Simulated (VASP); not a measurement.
# Ti (P6mm) in VASP: single point with PBE

Aim: the single point of Ti with PBE.

All numbers are computed with VASP 6.6.1; they aren't measurements. Logs are shortened: lines on timing, memory, paths and dates and some standing lists are left out, and cuts for length are marked.

### 1 The cell of the first run

It takes space group P6mm (No. 183, hexagonal). The conventional cell has a = 4.567 Å, b = 4.567 Å, c = 2.826 Å, α = 90.00°, β = 90.00°, γ = 120.00°. Within 3.7 Å of Ti (site symmetry 6mm) lie 14 Ti at 2.83 to 3.10 Å. Within 3.5 Å of Ti (site symmetry 3m) lie 11 Ti at 2.64 to 3.10 Å.

### 2 Single point, PBE (one atom moved)

INCAR reads:

```
SYSTEM = Ti
PREC = Accurate ; ENCUT = 550
EDIFF = 1E-6 ; ISMEAR = 0
SIGMA = 0.1 ; LREAL = .FALSE.
LASPH = .TRUE. ; NELM = 300
ALGO = All ; ISIF = 2
LWAVE = .FALSE. ; LCHARG = .FALSE.
GGA = PE ; NBANDS = 25
GGA_COMPAT = .FALSE. ; ISEARCH = 1
KPAR = 4
```

KPOINTS reads:

```
Automatic mesh
0
G
  9 9 14
  0 0 0
```

POSCAR reads:

```
Ti
1.0
    4.5673748306      0.0000000000      0.0000000000
   -2.2836874153      3.9554626319      0.0000000000
    0.0000000000      0.0000000000      2.8262442700
Ti
3
Direct
    0.0000000000      0.0000000000      0.0796109531
    0.3333333300      0.6666666700      0.5000000000
    0.6666666700      0.3333333300      0.5000000000
```

Potentials or basis: VASP PAW PBE potentials, release 64 (Ti_sv).

The run is started by

```bash
$ cat potpaw_PBE.64/Ti_sv/POTCAR > POTCAR
$ mpirun -np 4 vasp_std > vasp.out
```

OUTCAR:

```text
SYSTEM = Ti
   PREC = Accurate
   ENCUT = 550
   EDIFF = 1E-6
   ISMEAR = 0
   LREAL = .FALSE.
   LASPH = .TRUE.
   NELM = 300
   ISIF = 2
   GGA = PE

 ion  position               nearest neighbor table
   1  0.000  0.000  0.080-   2 2.89   3 2.89   2 2.89   3 2.89   3 2.89   2 2.89
   2  0.333  0.667  0.500-   3 2.64   3 2.64   3 2.64   1 2.89   1 2.89   1 2.89
   3  0.667  0.333  0.500-   2 2.64   2 2.64   2 2.64   1 2.89   1 2.89   1 2.89

  LATTYP: Found a hexagonal cell.
 ALAT       =     4.5673748306
 C/A-ratio  =     0.6187896494

  Lattice vectors:

 A1 = (   4.5673748306,   0.0000000000,   0.0000000000)
 A2 = (  -2.2836874153,   3.9554626319,   0.0000000000)
 A3 = (   0.0000000000,   0.0000000000,   2.8262442700)

Analysis of symmetry for initial positions (statically):
=====================================================================
 Subroutine PRICEL returns:
 Original cell was already a primitive cell.

 Routine SETGRP: Setting up the symmetry group for a
 hexagonal supercell.

 Subroutine GETGRP returns: Found 12 space group operations
 (whereof 12 operations were pure point group operations)
 out of a pool of 24 trial point group operations.

The static configuration has the point symmetry C_6v.

Analysis of symmetry for dynamics (positions and initial velocities):
=====================================================================
 Subroutine PRICEL returns:
 Original cell was already a primitive cell.

 Routine SETGRP: Setting up the symmetry group for a
 hexagonal supercell.

 Subroutine GETGRP returns: Found 12 space group operations
 (whereof 12 operations were pure point group operations)
 out of a pool of 24 trial point group operations.

The dynamic configuration has the point symmetry C_6v.

 Subroutine INISYM returns: Found 12 space group operations
 (whereof 12 operations are pure point group operations),
 and found     1 'primitive' translations

----------------------------------------------------------------------------------------

                                     Primitive cell

  volume of cell :      51.0592

  direct lattice vectors                    reciprocal lattice vectors
     4.567374831  0.000000000  0.000000000     0.218944150  0.126407464  0.000000000
    -2.283687415  3.955462632  0.000000000     0.000000000  0.252814928  0.000000000
     0.000000000  0.000000000  2.826244270     0.000000000  0.000000000  0.353826458

  length of vectors
     4.567374831  4.567374831  2.826244270     0.252814928  0.252814928  0.353826458

[... 82 lines left out ...]
   EDIFF  = 0.1E-05   stopping-criterion for ELM
   LREAL  =      F    real-space projection
   EDIFFG = 0.1E-04   stopping-criterion for IOM
   NSW    =      0    number of steps for IOM
   IBRION =     -1    ionic relax: 0-MD 1-quasi-New 2-CG
   NFREE  =      0    steps in history (QN), initial steepest desc. (CG)
   ISIF   =      2    stress and relaxation
   ISYM   =      2    0-nonsym 1-usesym 2-fastsym
   POTIM  = 0.5000    time-step for ionic-motion
   TEBEG  =    0.0;   TEEND  =   0.0 temperature during run
   PSTRESS=    0.0 pullay stress
   NELECT =      36.0000    total number of electrons
   NUPDOWN=      -1.0000    fix difference up-down
   EMIN   =  10.00;   EMAX   =-10.00  energy-range for DOS
   EFERMI =   0.00;   METHOD = LEGACY
   ISMEAR =     0;   SIGMA  =   0.10  broadening in eV -4-tet -1-fermi 0-gaus
   EFERMI_NEDOS =   21; number of points for ismear=-14 and -15
   IALGO  =     58    algorithm
   IMIX   =      4    mixing-type and parameters
     AMIX     =   0.40;   BMIX     =  1.00
     AMIX_MAG =   1.60;   BMIX_MAG =  1.00
  volume/ion in A,a.u.               =      17.02       114.85
  Fermi-wavevector in a.u.,A,eV,Ry     =   1.457084  2.753489 28.886426  2.123092
  Thomas-Fermi vector in A             =   2.573926
   LORBIT       =      0    0 simple, 1 ext, 2 COOP (PROOUT), +10 PAW based schemes
   GGA     = PE    functional components
   LHFCALC =     F    Hartree Fock is set to
   AEXX    =    0.0000 exact exchange contribution
   IVDW    =     0    specifies the selected vdW correction
   LEPSILON=     F    determine dielectric tensor
   LRPA    =     F    only Hartree local field effects (RPA)
 non-spin polarized calculation
 Gauss-broadening in eV      SIGMA  =   0.10
  energy-cutoff  :      550.00
  volume of cell :       51.06
 maximum number of plane-waves:      1529
 NGX is ok and might be reduce to    36
   NGX = 17   NGY = 17   NGZ = 11

 number of electron      35.9999990 magnetization

 Free energy of the ion-electron system (eV)
  ---------------------------------------------------
  ext. energy  EPLUGINS =         0.00000000
  ---------------------------------------------------
  free energy    TOTEN  =       -23.38830466 eV

  energy without entropy =      -23.37389371  energy(sigma->0) =      -23.38109919

 E-fermi :   8.4032     XC(G=0): -11.5876

 val. band max:        8.3798247879   @ k =   0.4444   0.1111   0.1429
 cond. band min:       8.4167544513   @ k =   0.3333   0.2222   0.4286
 fundamental gap:      0.0369296634
 Fermi energy:         8.4032177451

 k-point     1 :       0.0000    0.0000    0.0000
  band No.  band energies     occupation
      1     -48.4197      2.00000
      2     -48.1663      2.00000
      3     -48.0021      2.00000
      4     -24.7428      2.00000
      5     -24.7428      2.00000
      6     -24.6392      2.00000
[... 661 lines left out ...]
     24      10.3794      0.00000
     25      11.2935      0.00000

 [... further k-points ...]

------------------------ aborting loop because EDIFF is reached ----------------------------------------

  FORCE on cell =-STRESS in cart. coord.  units (eV):
  Direction    XX          YY          ZZ          XY          YZ          ZX
  --------------------------------------------------------------------------------------
  -------------------------------------------------------------------------------------
  Total        0.4455173      0.4455173      0.3107219      0.0000000      0.0000000      0.0000000
  in kB       13.9798190     13.9798190      9.7500935      0.0000000      0.0000000      0.0000000
  external PRESSURE =      12.5699105 kB  Pullay stress =       0.0000000 kB

 VOLUME and BASIS-vectors are now :
 -----------------------------------------------------------------------------
  energy-cutoff  :      550.00
  volume of cell :       51.06
      direct lattice vectors                 reciprocal lattice vectors
     4.567374831  0.000000000  0.000000000     0.218944150  0.126407464  0.000000000
    -2.283687415  3.955462632  0.000000000     0.000000000  0.252814928  0.000000000
     0.000000000  0.000000000  2.826244270     0.000000000  0.000000000  0.353826458

 POSITION                                       TOTAL-FORCE (eV/Angst)
 -----------------------------------------------------------------------------------
      0.00000      0.00000      0.22500        -0.000000     -0.000000     -1.204598
     -0.00000      2.63698      1.41312        -0.000000      0.000000      0.602299
      2.28369      1.31849      1.41312         0.000000     -0.000000      0.602299
 -----------------------------------------------------------------------------------
    total drift:                                0.000000      0.000000      0.000825

  FREE ENERGIE OF THE ION-ELECTRON SYSTEM (eV)
  ---------------------------------------------------
  free  energy   TOTEN  =       -23.3883046577 eV

  energy  without entropy=      -23.3738961098  energy(sigma->0) =      -23.38110038
```

Run time: 76 s. Hardware: 4 MPI ranks of Intel Xeon Platinum 8259CL at 2.50GHz (Skylake/Cascade Lake), shared host; peak memory 0.34 GiB.

Results:

* Free energy: -23.3883 eV
* Pressure: 1.3 GPa
* Largest force: 1.205 eV/Å
* Band gap on the k mesh: zero (bands 18 and 19 overlap by 0.24 eV)

Forces in eV/Å, atoms in the order of the input:
```
Ti   0.000  0.000 -1.205
Ti   0.000  0.000  0.602
Ti   0.000  0.000  0.602
```

Stress tensor (GPa, compression positive):
```
1.40 0.00 0.00
0.00 1.40 0.00
0.00 0.00 0.98
```

Caveat: the cell differs from its parent crystal (one atom moved); forces of over 1 eV/Å act on the atoms, so gaps and moduli don't describe the material at rest.

The gap in the log of VASP goes by the Fermi energy; the results here count the filled bands.